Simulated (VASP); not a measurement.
# Zr2O (P4_2/nnm) in VASP: notebook, part 2 of 2

VASP 6.6.1.

### 3 Single point, PBEsol

This run uses another cell than the first one, of the same volume but with other edges.

The input, INCAR:

```
SYSTEM = Zr2O
PREC = Accurate ; ENCUT = 520
EDIFF = 1E-6 ; ISMEAR = 0
SIGMA = 0.15 ; LREAL = .False.
LASPH = .True. ; NELM = 60
ALGO = Normal ; ISIF = 2
LWAVE = .False. ; LCHARG = .False.
GGA = PS ; NBANDS = 39
```

The input, KPOINTS:

```
regular mesh
0
Gamma
  12 12 12
  0 0 0
```

The input, POSCAR:

```
Zr2O
1.0
    4.3983136189      0.0000000000      0.0000000000
    0.0000000000      4.3983136189      0.0000000000
    0.0000000000      0.0000000000      5.7178077045
Zr O
4 2
Direct
    0.2500000000      0.2500000000      0.7500000000
    0.7500000000      0.2500000000      0.2500000000
    0.2500000000      0.7500000000      0.2500000000
    0.7500000000      0.7500000000      0.7500000000
    0.0000000000      0.0000000000      0.0000000000
    0.5000000000      0.5000000000      0.5000000000
```

Potentials or basis: VASP PAW PBE potentials, release 64 (Zr_sv, O).

Command:

```bash
$ cat potpaw_PBE.64/Zr_sv/POTCAR potpaw_PBE.64/O/POTCAR > POTCAR
$ mpirun -np 1 vasp_std > vasp.out
```

Run time: 7.5 min. Hardware: 1 thread of Intel Xeon Platinum 8559C (Emerald Rapids), shared host; peak memory 0.7 GiB.

It converged, with:

```
Free energy            : -55.4326 eV
Pressure               : -1.9 GPa
Band gap on the k mesh : zero (bands 30 and 31 overlap by 1.01 eV)
```

Stress tensor (GPa, compression positive):
```
  5.18   0.00   0.00
  0.00   5.18   0.00
  0.00   0.00 -16.13
```

Levels at points of the mesh, in eV from the Fermi level:
```csv
k point,band 27,band 28,band 29,band 30,band 31,band 32,band 33,band 34
"(0.00, 0.00, 0.00)",-1.81,-1.75,-1.44,-1.44,0.34,0.54,1.01,2.80
"(0.50, 0.00, 0.00)",-0.62,-0.62,-0.01,-0.01,0.36,0.36,1.70,1.70
"(0.50, 0.50, 0.00)",-1.46,-1.46,0.01,0.01,0.72,0.72,0.79,0.79
"(0.00, 0.00, 0.50)",-0.78,-0.78,-0.71,-0.71,-0.47,-0.47,0.13,0.13
"(0.50, 0.00, 0.50)",-1.20,-1.20,-0.04,-0.04,0.57,0.57,0.71,0.71
"(0.50, 0.50, 0.50)",-1.93,-0.71,0.16,0.16,1.24,1.45,1.68,1.77
```

Caveat: the PAW data sets were made with another functional, which shifts forces and pressure a little.

### 4 Single point, PBEsol

This run uses another cell than the first one, of the same volume but with other edges.

The input, INCAR:

```
PREC = Accurate
ENCUT = 520
EDIFF = 1E-6
ISMEAR = 0
SIGMA = 0.15
LREAL = False
LASPH = True
NELM = 60
ALGO = Normal
ISIF = 2
LWAVE = False
LCHARG = False
GGA = PS
NBANDS = 39
```

The input, KPOINTS:

```
Automatic mesh
0
Gamma
  12 12 12
```

POSCAR: that of step 3 with these lines changed.

```diff
@@ -2,5 +2,5 @@
 1.0
-    4.3983136189      0.0000000000      0.0000000000
-    0.0000000000      4.3983136189      0.0000000000
-    0.0000000000      0.0000000000      5.7178077045
+    4.2767858792      0.0000000000      0.0000000000
+    0.0000000000      4.2767858792      0.0000000000
+    0.0000000000      0.0000000000      6.0473752332
 Zr O
```

Potentials or basis: VASP PAW PBE potentials, release 64 (Zr_sv, O).

Command:

```bash
$ cat potpaw_PBE.64/Zr_sv/POTCAR potpaw_PBE.64/O/POTCAR > POTCAR
$ mpirun -np 1 vasp_std > vasp.out
```

OUTCAR:

```text
PREC = Accurate
   ENCUT = 520
   EDIFF = 1E-6
   ISMEAR = 0
   LREAL = False
   LASPH = True
   NELM = 60
   ISIF = 2
   GGA = PS

 ion  position               nearest neighbor table
   1  0.250  0.250  0.750-   5 2.14   6 2.14   4 3.02   4 3.02   4 3.02   4 3.02   3 3.70   3 3.70
                             3 3.70   3 3.70   2 3.70   2 3.70   2 3.70   2 3.70
   2  0.750  0.250  0.250-   5 2.14   6 2.14   3 3.02   3 3.02   3 3.02   3 3.02   4 3.70   1 3.70
                             4 3.70   4 3.70   1 3.70   4 3.70   1 3.70   1 3.70
   3  0.250  0.750  0.250-   5 2.14   6 2.14   2 3.02   2 3.02   2 3.02   2 3.02   4 3.70   1 3.70
                             1 3.70   1 3.70   4 3.70   4 3.70   4 3.70   1 3.70
   4  0.750  0.750  0.750-   5 2.14   6 2.14   1 3.02   1 3.02   1 3.02   1 3.02   3 3.70   2 3.70
[... 1222 lines left out ...]
  Total        3.8359098      3.8359098    -13.0459521      0.0000000      0.0000000      0.0000000
  in kB       55.5618928     55.5618928   -188.9663302      0.0000000      0.0000000      0.0000000
  external PRESSURE =     -25.9475149 kB  Pullay stress =       0.0000000 kB

 VOLUME and BASIS-vectors are now :
 -----------------------------------------------------------------------------
  energy-cutoff  :      520.00
  volume of cell :      110.61
      direct lattice vectors                 reciprocal lattice vectors
     4.276785879  0.000000000  0.000000000     0.233820450  0.000000000  0.000000000
     0.000000000  4.276785879  0.000000000     0.000000000  0.233820450  0.000000000
     0.000000000  0.000000000  6.047375233     0.000000000  0.000000000  0.165360997

 POSITION                                       TOTAL-FORCE (eV/Angst)
 -----------------------------------------------------------------------------------
      1.06920      1.06920      4.53553        -0.000000     -0.000000      0.000000
      3.20759      1.06920      1.51184         0.000000     -0.000000      0.000000
      1.06920      3.20759      1.51184        -0.000000      0.000000     -0.000000
      3.20759      3.20759      4.53553         0.000000     -0.000000      0.000000
      0.00000      0.00000      0.00000        -0.000000      0.000000     -0.000000
      2.13839      2.13839      3.02369        -0.000000      0.000000     -0.000000
 -----------------------------------------------------------------------------------
    total drift:                               -0.000000      0.000000     -0.000000

  FREE ENERGIE OF THE ION-ELECTRON SYSTEM (eV)
  ---------------------------------------------------
  free  energy   TOTEN  =       -54.5222148878 eV

  energy  without entropy=      -54.4339270245  energy(sigma->0) =      -54.47807096
```

It took 7.1 min on 1 thread of Intel Xeon Platinum 8488C (Sapphire Rapids), shared host; peak memory 0.68 GiB.

What came out:

```yaml
Free_energy: -54.5222 eV
Pressure: -2.6 GPa
Band_gap_on_the_k_mesh: zero (bands 30 and 31 overlap by 1.25 eV)
```

Stress tensor (GPa, compression positive):
```
  5.56   0.00   0.00
  0.00   5.56   0.00
  0.00   0.00 -18.90
```

Caveat: the PAW data sets were made with another functional, which shifts forces and pressure a little.

### 5 Summary

```tsv
cell	gap on the mesh (eV)	pressure (GPa)
a = 4.517, b = 4.517, c = 5.421 Å, 6 atoms	none	-1.1
a = 4.398, b = 4.398, c = 5.718 Å, 6 atoms	none	-1.9
a = 4.277, b = 4.277, c = 6.047 Å, 6 atoms	none	-2.6
```

Alike in all rows: task single point; level PBEsol; potentials or basis VASP PAW PBE potentials, release 64 (Zr_sv, O); no spin polarisation; k mesh 12 × 12 × 12; cutoff (eV) 520; smearing gaussian 0.15 eV.

Caveats: the PAW data sets were made with another functional, which shifts forces and pressure a little.

Total energies depend on the potentials used, so only differences within one code and one set of settings carry meaning.
